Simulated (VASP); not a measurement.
# C13O: single point with PBE+D3(BJ)

The system is C13O, a slab with vacuum.

```
C O
1.0
     4.92922    0.00000    0.00000
     0.61664    3.55866    0.00000
     0.00000    0.00000   23.54764
C O
13 1
Cartesian
  1.8494 0.5337 4.0000
  4.3140 0.5337 4.0000
  0.6172 0.7472 4.6790
  3.0818 0.7472 4.6790
  0.6180 1.1741 6.0367
  3.0827 1.1741 6.0367
  1.8504 1.3861 6.6976
  4.3150 1.3861 6.6976
  1.8509 1.8485 8.1117
  4.3155 1.8485 8.1117
  0.6187 2.0567 8.6976
  3.0833 2.0567 8.6976
  1.6973 4.7257 12.9476
  1.6973 4.7257 11.7976
```

```yaml
Program: VASP 6.6.1
Task: single point
Functional: PBE
Dispersion: D3(BJ)
Potentials_or_basis: VASP PAW PBE potentials, release 64 (C, O)
Cutoff: 520 eV
k_mesh: 6 × 8 × 1
Occupations: gaussian, width 0.05 eV
Spin: no spin polarisation
```

```yaml
Largest_force: 3.330 eV/Å
Band_gap_on_the_k_mesh: zero (bands 29 and 30 overlap by 0.06 eV)
Dispersion_energy_per_atom: -0.105 eV
```

Forces on the atoms (eV/Å):
```
C    0.018  0.465  1.680
C    0.006  0.462  1.676
C   -0.012 -0.949 -3.192
C   -0.004 -0.945 -3.187
C   -0.012  0.468  1.449
C    0.005  0.472  1.458
C   -0.011  0.003  0.025
C    0.008 -0.003  0.011
C    0.002  0.015  0.048
C   -0.007 -0.011 -0.030
C   -0.031  0.020 -0.023
C    0.030  0.018  0.103
C   -0.002  0.005 -0.726
O    0.011 -0.018  0.709
```

Levels at points of the mesh, in eV from the Fermi level:
| k point | band 27 | band 28 | band 29 | band 30 | band 31 | band 32 |
| --- | --- | --- | --- | --- | --- | --- |
| (0.00, 0.00, 0.00) | -0.51 | -0.41 | -0.35 | 0.53 | 0.95 | 1.36 |
| (0.50, 0.00, 0.00) | -1.43 | -0.14 | -0.13 | -0.04 | -0.03 | 3.08 |
| (0.00, 0.50, 0.00) | -0.45 | -0.26 | -0.20 | 0.22 | 0.58 | 0.78 |
| (0.50, 0.50, 0.00) | -1.87 | 0.02 | 0.02 | 0.13 | 0.13 | 2.85 |

Wall time 7.6 min on 1 thread of Intel(R) Xeon(R) 6975P-C (Granite Rapids), with other jobs on the host, peak memory 0.66 GiB.
